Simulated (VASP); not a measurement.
# AlN (wurtzite) (P6_3mc) in VASP: notebook, part 2 of 2

VASP 6.6.1. Earlier steps stand in the parts before.

**4. Single point, LDA**

This run uses another cell than the first one, of 10.21 Å³/atom, 1.005 times its volume.

Input file INCAR:

```
SYSTEM = AlN
PREC = Accurate
ENCUT = 520
EDIFF = 1E-6
ISMEAR = 0
SIGMA = 0.01
LREAL = .False.
LASPH = .True.
NELM = 60
ALGO = Normal
ISIF = 2
LWAVE = .False.
LCHARG = .False.
NBANDS = 16
```

Input file KPOINTS:

```
regular mesh
0
Gamma
  8 8 5
  0 0 0
```

Input file POSCAR:

```
AlN
1.0
    3.0887828234      0.0000000000      0.0000000000
   -1.5443914117      2.6749643918      0.0000000000
    0.0000000000      0.0000000000      4.9433073469
Al N
2 2
Direct
    0.3333333333      0.6666666667      0.0000034427
    0.6666666667      0.3333333333      0.5000034427
    0.3333333333      0.6666666667      0.3819965573
    0.6666666667      0.3333333333      0.8819965573
```

Potentials or basis: VASP PAW LDA potentials, release 64 (Al, N).

The run is started by

```bash
cat potpaw_LDA.64/Al/POTCAR potpaw_LDA.64/N/POTCAR > POTCAR
mpirun -np 1 vasp_std > vasp.out
```

OUTCAR:

```text
SYSTEM = AlN
   PREC = Accurate
   ENCUT = 520
   EDIFF = 1E-6
   ISMEAR = 0
   LREAL = .False.
   LASPH = .True.
   NELM = 60
   ISIF = 2

 ion  position               nearest neighbor table
   1  0.333  0.667  0.000-   4 1.88   4 1.88   4 1.88   3 1.89   2 3.05   2 3.05   2 3.05   2 3.05
                             2 3.05   2 3.05
   2  0.667  0.333  0.500-   3 1.88   3 1.88   3 1.88   4 1.89   1 3.05   1 3.05   1 3.05   1 3.05
                             1 3.05   1 3.05
   3  0.333  0.667  0.382-   2 1.88   2 1.88   2 1.88   1 1.89
   4  0.667  0.333  0.882-   1 1.88   1 1.88   1 1.88   2 1.89

  LATTYP: Found a hexagonal cell.
 ALAT       =     3.0887828234
 C/A-ratio  =     1.6004062537

  Lattice vectors:

 A1 = (   3.0887828234,   0.0000000000,   0.0000000000)
 A2 = (  -1.5443914117,   2.6749643918,   0.0000000000)
 A3 = (   0.0000000000,   0.0000000000,   4.9433073469)

Analysis of symmetry for initial positions (statically):
=====================================================================
 Subroutine PRICEL returns:
 Original cell was already a primitive cell.

 Routine SETGRP: Setting up the symmetry group for a
 hexagonal supercell.

[... 177 lines left out ...]
 fundamental gap:      4.4228553189
 Fermi energy:         6.2304207546

 k-point     1 :       0.0000    0.0000    0.0000
  band No.  band energies     occupation
      1      -9.0585      2.00000
      2      -6.7646      2.00000
      3      -0.0395      2.00000
      4       5.2246      2.00000
      5       5.2246      2.00000
      6       5.8861      2.00000
[... 433 lines left out ...]
      3       0.7451      2.00000
      4       1.1645      2.00000
      5       4.0303      2.00000
      6       4.5226      2.00000
[... 8 lines left out ...]
     15      18.7135      0.00000
     16      19.9205      0.00000

 [... further k-points ...]

------------------------ aborting loop because EDIFF is reached ----------------------------------------

  FORCE on cell =-STRESS in cart. coord.  units (eV):
  Direction    XX          YY          ZZ          XY          YZ          ZX
  --------------------------------------------------------------------------------------
  -------------------------------------------------------------------------------------
  Total        0.1560620      0.1560620      0.1491168      0.0000000      0.0000000      0.0000000
  in kB        6.1218773      6.1218773      5.8494367      0.0000000      0.0000000      0.0000000
  external PRESSURE =       6.0310638 kB  Pullay stress =       0.0000000 kB

 VOLUME and BASIS-vectors are now :
 -----------------------------------------------------------------------------
  energy-cutoff  :      520.00
  volume of cell :       40.84
      direct lattice vectors                 reciprocal lattice vectors
     3.088782823  0.000000000  0.000000000     0.323752124  0.186918376  0.000000000
    -1.544391412  2.674964392  0.000000000     0.000000000  0.373836752  0.000000000
     0.000000000  0.000000000  4.943307347     0.000000000  0.000000000  0.202293713

 POSITION                                       TOTAL-FORCE (eV/Angst)
 -----------------------------------------------------------------------------------
     -0.00000      1.78331      0.00002        -0.000000      0.000000      0.000001
      1.54439      0.89165      2.47167        -0.000000     -0.000000      0.000001
     -0.00000      1.78331      1.88833        -0.000000     -0.000000     -0.000001
      1.54439      0.89165      4.35998         0.000000      0.000000     -0.000001
 -----------------------------------------------------------------------------------
    total drift:                               -0.000000      0.000000     -0.000543

  FREE ENERGIE OF THE ION-ELECTRON SYSTEM (eV)
  ---------------------------------------------------
  free  energy   TOTEN  =       -32.8409738097 eV

  energy  without entropy=      -32.8409738097  energy(sigma->0) =      -32.84097381
```

It took 7.6 s on 1 thread of Intel Xeon Platinum 8488C (Sapphire Rapids), shared host; peak memory 0.14 GiB.

What came out:

```
Free energy            : -32.8410 eV
Pressure               : 0.6 GPa
Band gap on the k mesh : 4.42 eV, direct
```

**5. Single point, LDA**

This run uses another cell than the first one, of 10.26 Å³/atom, 1.010 times its volume.

Input file INCAR:

```
ALGO = Normal
EDIFF = 1E-7
ENCUT = 520
ISIF = 2
ISMEAR = 0
LASPH = True
LCHARG = False
LREAL = False
LWAVE = False
NBANDS = 16
NELM = 60
PREC = Accurate
SIGMA = 0.01
```

Input file KPOINTS:

```
k-points
0
Gamma
  8 8 5
```

Input file POSCAR:

```
AlN
1.0
    3.0887828234      0.0000000000      0.0000000000
   -1.5443914117      2.6749643918      0.0000000000
    0.0000000000      0.0000000000      4.9680238836
Al N
2 2
Direct
    0.3333333333      0.6666666667      0.0004947978
    0.6666666667      0.3333333333      0.5004947978
    0.3333333333      0.6666666667      0.3815052022
    0.6666666667      0.3333333333      0.8815052022
```

Potentials or basis: VASP PAW LDA potentials, release 64 (Al, N).

The run is started by

```bash
cat potpaw_LDA.64/Al/POTCAR potpaw_LDA.64/N/POTCAR > POTCAR
mpirun -np 1 vasp_std > vasp.out
```

OUTCAR:

```text
EDIFF = 1E-7
   ENCUT = 520
   ISIF = 2
   ISMEAR = 0
   LASPH = True
   LREAL = False
   NELM = 60
   PREC = Accurate

 ion  position               nearest neighbor table
   1  0.333  0.667  0.000-   4 1.88   4 1.88   4 1.88   3 1.89   2 3.06   2 3.06   2 3.06   2 3.06
                             2 3.06   2 3.06
   2  0.667  0.333  0.500-   3 1.88   3 1.88   3 1.88   4 1.89   1 3.06   1 3.06   1 3.06   1 3.06
                             1 3.06   1 3.06
   3  0.333  0.667  0.382-   2 1.88   2 1.88   2 1.88   1 1.89
[... 661 lines left out ...]
  Direction    XX          YY          ZZ          XY          YZ          ZX
  --------------------------------------------------------------------------------------
  -------------------------------------------------------------------------------------
  Total        0.0198185      0.0198185     -0.3217389      0.0000000      0.0000000      0.0000000
  in kB        0.7735576      0.7735576    -12.5581320      0.0000000      0.0000000      0.0000000
  external PRESSURE =      -3.6703389 kB  Pullay stress =       0.0000000 kB

 VOLUME and BASIS-vectors are now :
 -----------------------------------------------------------------------------
  energy-cutoff  :      520.00
  volume of cell :       41.05
      direct lattice vectors                 reciprocal lattice vectors
     3.088782823  0.000000000  0.000000000     0.323752124  0.186918376  0.000000000
    -1.544391412  2.674964392  0.000000000     0.000000000  0.373836752  0.000000000
     0.000000000  0.000000000  4.968023884     0.000000000  0.000000000  0.201287277

 POSITION                                       TOTAL-FORCE (eV/Angst)
 -----------------------------------------------------------------------------------
     -0.00000      1.78331      0.00246         0.000000      0.000000     -0.000081
      1.54439      0.89165      2.48647         0.000000      0.000000     -0.000081
     -0.00000      1.78331      1.89533         0.000000      0.000000      0.000081
      1.54439      0.89165      4.37934        -0.000000     -0.000000      0.000081
 -----------------------------------------------------------------------------------
    total drift:                               -0.000000      0.000000     -0.000422

  FREE ENERGIE OF THE ION-ELECTRON SYSTEM (eV)
  ---------------------------------------------------
  free  energy   TOTEN  =       -32.8406653738 eV

  energy  without entropy=      -32.8406653738  energy(sigma->0) =      -32.84066537
```

OSZICAR:

```text
N       E                     dE             d eps       ncg     rms          rms(c)
DAV:   1     0.365488689614E+02    0.36549E+02   -0.73304E+03   960   0.895E+02
DAV:   2    -0.349579105293E+02   -0.71507E+02   -0.64298E+02  1320   0.177E+02
DAV:   3    -0.379506101834E+02   -0.29927E+01   -0.29862E+01  1256   0.374E+01
DAV:   4    -0.379655805599E+02   -0.14970E-01   -0.14970E-01  1168   0.317E+00
DAV:   5    -0.379657298010E+02   -0.14924E-03   -0.14924E-03  1248   0.309E-01    0.124E+01
DAV:   6    -0.329566708301E+02    0.50091E+01   -0.11459E+01  1008   0.241E+01    0.437E+00
DAV:   7    -0.329020165026E+02    0.54654E-01   -0.51136E-01  1192   0.471E+00    0.284E+00
DAV:   8    -0.328433652207E+02    0.58651E-01   -0.68439E-02  1056   0.220E+00    0.340E-01
DAV:   9    -0.328405664938E+02    0.27987E-02   -0.54637E-03  1240   0.530E-01    0.218E-01
DAV:  10    -0.328407123723E+02   -0.14588E-03   -0.56058E-04  1056   0.150E-01    0.108E-01
DAV:  11    -0.328406657994E+02    0.46573E-04   -0.82879E-05  1184   0.673E-02    0.192E-02
DAV:  12    -0.328406654651E+02    0.33427E-06   -0.13936E-06  1160   0.901E-03    0.457E-03
DAV:  13    -0.328406653625E+02    0.10258E-06   -0.61002E-07  1200   0.564E-03    0.115E-03
DAV:  14    -0.328406653738E+02   -0.11233E-07   -0.10277E-08   568   0.839E-04
   1 F= -.32840665E+02 E0= -.32840665E+02  d E =-.271173E-11
```

Wall time 9.4 s (1 thread of Intel Xeon Platinum 8488C (Sapphire Rapids), shared host); peak memory 0.13 GiB.

What came out:

```yaml
Free_energy: -32.8407 eV
Pressure: -0.4 GPa
Band_gap_on_the_k_mesh: 4.41 eV, direct
```

Stress tensor (GPa, compression positive):
```
 0.08  0.00  0.00
 0.00  0.08  0.00
 0.00  0.00 -1.26
```

A hybrid or GW would open this gap; LDA tends to underestimate it.

**6. Single point, LDA**

This run uses another cell than the first one, of 10.31 Å³/atom, 1.015 times its volume.

Input file INCAR:

```
SYSTEM = AlN
  PREC = Accurate
  ENCUT = 520
  EDIFF = 1E-6
  ISMEAR = 0
  SIGMA = 0.01
  LREAL = .FALSE.
  LASPH = .TRUE.
  NELM = 100
  ALGO = Normal
  ISIF = 2
  LWAVE = .FALSE.
  LCHARG = .FALSE.
  GGA = CA
  NBANDS = 16
```

Input file KPOINTS:

```
Automatic mesh
0
G
  8 8 5
  0 0 0
```

Input file POSCAR:

```
AlN
1.0
    3.1042267375      0.0000000000      0.0000000000
   -1.5521133687      2.6883392138      0.0000000000
    0.0000000000      0.0000000000      4.9433073469
Al N
2 2
Direct
    0.3333333333      0.6666666667     -0.0004267579
    0.6666666667      0.3333333333      0.4995732421
    0.3333333333      0.6666666667      0.3824267579
    0.6666666667      0.3333333333      0.8824267579
```

Potentials or basis: VASP PAW LDA potentials, release 64 (Al, N).

The run is started by

```bash
cat potpaw_LDA.64/Al/POTCAR potpaw_LDA.64/N/POTCAR > POTCAR
mpirun -np 1 vasp_std > vasp.out
```

Wall time 8.9 s (1 thread of Intel Xeon Platinum 8488C (Sapphire Rapids), shared host); peak memory 0.13 GiB.

It converged, with:

- Free energy: -32.8394 eV
- Pressure: -1.6 GPa
- Band gap on the k mesh: 4.31 eV, direct

Forces on the atoms (eV/Å):
```
Al   0.000  0.000 -0.002
Al   0.000  0.000 -0.002
N    0.000  0.000  0.002
N    0.000  0.000  0.002
```

Stress tensor (GPa, compression positive):
```
-2.08  0.00  0.00
 0.00 -2.08  0.00
 0.00  0.00 -0.53
```

Levels at points of the mesh, in eV from the valence-band top:
```csv
k point,band 5,band 6,band 7,band 8,band 9,band 10,band 11,band 12
"(0.00, 0.00, 0.00)",-0.94,-0.27,-0.27,0.00,4.31,6.57,10.58,10.95
"(0.50, 0.00, 0.00)",-3.44,-2.19,-1.85,-0.74,5.64,5.71,8.15,10.20
```

**7. Overview**

| cell | gap on the mesh (eV) | pressure (GPa) |
| --- | --- | --- |
| a = 3.089, b = 3.089, c = 4.919 Å, angles 90.0, 90.0, 120.0°, 4 atoms | 4.44 | 1.6 |
| a = 3.073, b = 3.073, c = 4.943 Å, angles 90.0, 90.0, 120.0°, 4 atoms | 4.54 | 2.9 |
| a = 3.089, b = 3.089, c = 4.943 Å, angles 90.0, 90.0, 120.0°, 4 atoms | 4.42 | 0.6 |
| a = 3.089, b = 3.089, c = 4.968 Å, angles 90.0, 90.0, 120.0°, 4 atoms | 4.41 | -0.4 |
| a = 3.104, b = 3.104, c = 4.943 Å, angles 90.0, 90.0, 120.0°, 4 atoms | 4.31 | -1.6 |

Alike in all rows: task single point; level LDA; potentials or basis VASP PAW LDA potentials, release 64 (Al, N); no spin polarisation; k mesh 8 × 8 × 5; cutoff (eV) 520; smearing gaussian 0.01 eV.

Absolute energies hang on the potentials; compare differences alone.
